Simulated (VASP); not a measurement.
# W: single point with PBEsol

The system is W.

```
W
1.0
     0.00000    2.06045    1.96910
     2.06045    0.00000    1.96910
     2.06045    2.06045    0.00000
W
1
Direct
  0.00000 0.00000 0.00000
```

This cell differs from its parent crystal: strain +0.015 along x and y, -0.030 along z.

```json
{"Program": "VASP 6.6.1", "Task": "single point", "Functional": "PBEsol", "Potentials or basis": "VASP PAW PBE potentials, release 64 (W_sv)", "Cutoff": "520 eV", "k mesh": "20 × 20 × 20", "Occupations": "gaussian, width 0.15 eV", "Spin": "no spin polarisation", "Dipole correction": "no", "Further INCAR settings": "ALGO = Fast; EDIFF = 1e-06; NBANDS = 13"}
```

- Pressure: -12.1 GPa
- Band gap on the k mesh: zero (band 7 reaches 13.64 eV, above the bottom of band 8 at 9.57 eV)

Stress tensor (GPa, compression positive):
```
 -7.42   0.00   0.00
  0.00  -7.42   0.00
  0.00   0.00 -21.34
```

Levels at points of the mesh, in eV from the Fermi level:
```tsv
k point	band 3	band 4	band 5	band 6	band 7	band 8	band 9	band 10	band 11	band 12
(0.00, 0.00, 0.00)	-37.39	-37.36	-8.96	-0.77	-0.77	-0.21	2.00	2.82	12.78	17.36
(0.50, 0.00, 0.00)	-37.57	-37.48	-5.57	-1.15	-0.47	0.55	4.64	5.06	9.96	12.34
(0.50, 0.50, 0.00)	-37.84	-37.84	-5.39	-4.54	3.51	4.78	5.59	5.59	11.06	11.06
(0.50, 0.00, 0.50)	-37.78	-37.71	-5.45	-4.40	2.61	4.78	5.22	5.86	11.43	12.11
```

Wall time 87 s on 1 thread of Intel(R) Xeon(R) Platinum 8259CL CPU @ 2.50GHz (Skylake/Cascade Lake), with other jobs on the host, peak memory 0.25 GiB.

Caveat: the cell differs from its parent crystal (strain +0.015 along x and y, -0.030 along z); the PAW data sets were made with another functional, which shifts forces and pressure a little; spin-orbit coupling is left out, which moves the levels of the heavy elements.
